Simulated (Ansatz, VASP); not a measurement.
# Two plane-wave programs on Al2H

```
Al H
1.0
     2.78882    0.00000    0.00000
    -1.39441    2.41519    0.00000
     0.00000    0.00000   11.40317
Al H
2 1
Direct
  0.33333 0.66667 0.87470
  0.33333 0.66667 0.12530
  0.00000 0.00000 0.00000
```

Change from the starting cell: species swapped into the Te2Mo type (P-6m2, No. 187).

Alike in both runs: functional PBE; k mesh 10 × 10 × 2; occupations gaussian, width 0.2 eV; no spin polarisation.

Ansatz relaxed the structure, and its values are those at the end. VASP's run is a single point on that final structure, the one shown.

|  | VASP | Ansatz |
| --- | --- | --- |
| version | VASP 6.6.1 | Ansatz 0.2.0 |
| potentials or method | VASP PAW PBE potentials, release 64 (Al, H), cutoff 500 eV | scalar-relativistic, plane waves, PAW |
| valence electrons in the cell | 7 | 7 |

|  | VASP | Ansatz | Ansatz less VASP |
| --- | --- | --- | --- |
| gap on the k mesh at the Fermi level (eV) | none | none | - |
| rms of the force components (eV/Å) | 0.006 | 0.005 | -0.0010 |

A gap of «none» marks a metal or a gap that the smearing closes. The functional is the same, so the differences come from potentials, cutoffs and numerics.
